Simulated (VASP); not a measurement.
Lu, 2 atoms in the cell. Symmetry: P6_3/mmc, No. 194, hexagonal system. Conventional cell: a = 3.290 Å, b = 3.290 Å, c = 5.108 Å, α = 90.00°, β = 90.00°, γ = 120.00°. Lu (site symmetry -6m2) has 12 Lu at 3.18 to 3.29 Å within 4.2 Å. 

```yaml
Program: VASP 6.6.1
Task: single point
Functional: LDA
Potentials_or_basis: VASP PAW PBE potentials, release 64 (Lu)
Cutoff: 520 eV
k_mesh: 18 × 18 × 10
Occupations: fermi-dirac, width 0.1 eV
Spin: no spin polarisation
Dipole_correction: no
Further_INCAR_settings: ALGO = Normal; EDIFF = 1e-06; NBANDS = 32
```

Potentials or basis: VASP PAW PBE potentials, release 64 (Lu).

Run with:

```sh
$ cat potpaw_PBE.64/Lu/POTCAR > POTCAR
$ mpirun -np 1 vasp_std > vasp.out
```

Hardware: 1 thread of Intel(R) Xeon(R) 6975P-C (Granite Rapids), with other jobs on the host.

Q: Estimate the wall time of this run.

A: Run time: 96 s on 1 thread of Intel(R) Xeon(R) 6975P-C (Granite Rapids) (shared host), peak memory 0.36 GiB. Counts: scf iterations 12, k points 222.
